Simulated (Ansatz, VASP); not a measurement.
# TiTe2 in VASP and in Ansatz

```
CELL_PARAMETERS angstrom
3.77700 0.00000 0.00000
-1.88850 3.27098 0.00000
0.00000 0.00000 6.49800
ATOMIC_POSITIONS crystal
Te 0.33333 0.66667 0.73720
Te 0.66667 0.33333 0.26280
Ti 0.00000 0.00000 0.00000
```

Alike in both runs: functional PBEsol-based screened hybrid; k mesh 4 × 4 × 2; occupations fermi-dirac, width 0.05 eV; no spin polarisation.

|  | VASP | Ansatz |
| --- | --- | --- |
| version | VASP 6.6.1 | Ansatz 0.2.0 |
| potentials or method | VASP PAW PBE potentials, release 64 (Te, Ti_sv) | Ansatz PAW |
| plane-wave cutoff (eV) | 520 | 420 |
| valence electrons in the cell | 24 | 44 |
| task | single point | band structure |

|  | VASP | Ansatz | Ansatz less VASP |
| --- | --- | --- | --- |
| gap on the k mesh at the Fermi level (eV) | none | none | - |
| pressure (GPa) | -2.9 | -2.7 | +0.23 |
| traceless stress, the component that is largest in VASP (GPa) | 0.21 | 0.18 | -0.024 |
| rms of the force components (eV/Å) | 0.178 | 0.178 | -0.0004 |

VASP's potentials were made for PBE, not for PBEsol-based screened hybrid. Atom by atom the forces differ by 0.000 eV/Å (rms over components). A gap of «none» marks a metal or a gap that the smearing closes. With one functional, cell and mesh, what is left measures potentials, basis and numerics. VASP's potentials hold 24 valence electrons a cell and Ansatz's 44, so a difference there can come from the potentials and not from the codes.

The k mesh is coarse, so the values compare programs but aren't converged. Spin-orbit coupling is off throughout.
